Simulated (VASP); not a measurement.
Input of a VASP 6.6.1 run:

Contents of INCAR:

```
SYSTEM = N
  PREC = Accurate
  ENCUT = 520
  EDIFF = 1E-6
  ISMEAR = 0
  SIGMA = 0.05
  LREAL = .FALSE.
  LASPH = .TRUE.
  NELM = 80
  ALGO = Normal
  ISIF = 2
  LWAVE = .FALSE.
  LCHARG = .TRUE.
  GGA = PS
  LELF = .TRUE.
  LVHAR = .TRUE.
  NBANDS = 18
```

Contents of KPOINTS:

```
regular mesh
0
G
  6 6 4
  0 0 0
```

The input POSCAR:

```
N
1.0
    3.8338541858      0.0000000000      0.0000000000
   -1.9169270929      3.3202151193      0.0000000000
    0.0000000000      0.0000000000      6.7257633696
N
4
Direct
    0.3333333333      0.6666666667      0.3289300400
    0.3333333333      0.6666666667      0.1710699600
    0.6666666667      0.3333333333      0.8289300400
    0.6666666667      0.3333333333      0.6710699600
```

Potentials or basis: VASP PAW PBE potentials, release 64 (N).

Launch:

```console
$ cat potpaw_PBE.64/N/POTCAR > POTCAR
$ mpirun -np 1 vasp_std > vasp.out
```

**Question.** Predict the pressure.

**Answer.** 12.5 GPa.

**Question.** Estimate the band gap on the k mesh.

**Answer.** 7.07 eV, indirect (least direct gap 7.45 eV).

**Question.** What does it give for the largest force?

**Answer.** 9.235 eV/Å.

Stress tensor (GPa, compression positive):
```
 0.30  0.00  0.00
 0.00  0.30  0.00
 0.00  0.00 37.05
```

Caveat: the cell differs from its parent crystal (strain -0.080 along x and y, -0.040 along z); the standard files for N, O and F lose accuracy on very short bonds; the PAW data sets were made with another functional, which shifts forces and pressure a little. A k mesh can miss the band edges.
